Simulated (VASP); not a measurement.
Input of a VASP 6.6.1 run:

File INCAR:

```
ALGO = Normal ; EDIFF = 1E-6
ENCUT = 520 ; GGA = RE
ISIF = 2 ; ISMEAR = -1
LASPH = True ; LCHARG = False
LREAL = False ; LWAVE = False
NBANDS = 11 ; NELM = 80
PREC = Accurate ; SIGMA = 0.1
```

File KPOINTS:

```
k-points
0
Gamma
  16 16 16
```

The input POSCAR:

```
Pt
1.0
   -1.5890812009      1.5890812009      1.5890812009
    1.5890812009     -1.5890812009      1.5890812009
    1.5890812009      1.5890812009     -1.5890812009
Pt
1
Direct
    0.0000000000      0.0000000000      0.0000000000
```

Potentials or basis: VASP PAW PBE potentials, release 64 (Pt).

Launch:

```console
$ cat potpaw_PBE.64/Pt/POTCAR > POTCAR
$ mpirun -np 1 vasp_std > vasp.out
```

(1) Estimate the pressure.

(2) Predict the band gap on the k mesh.

## Answers

(1) -0.4 GPa.

(2) zero (band 5 reaches 10.97 eV, above the bottom of band 6 at 8.87 eV).

Caveat: the PAW data sets were made with another functional, which shifts forces and pressure a little; spin-orbit coupling is left out, which moves the levels of the heavy elements.
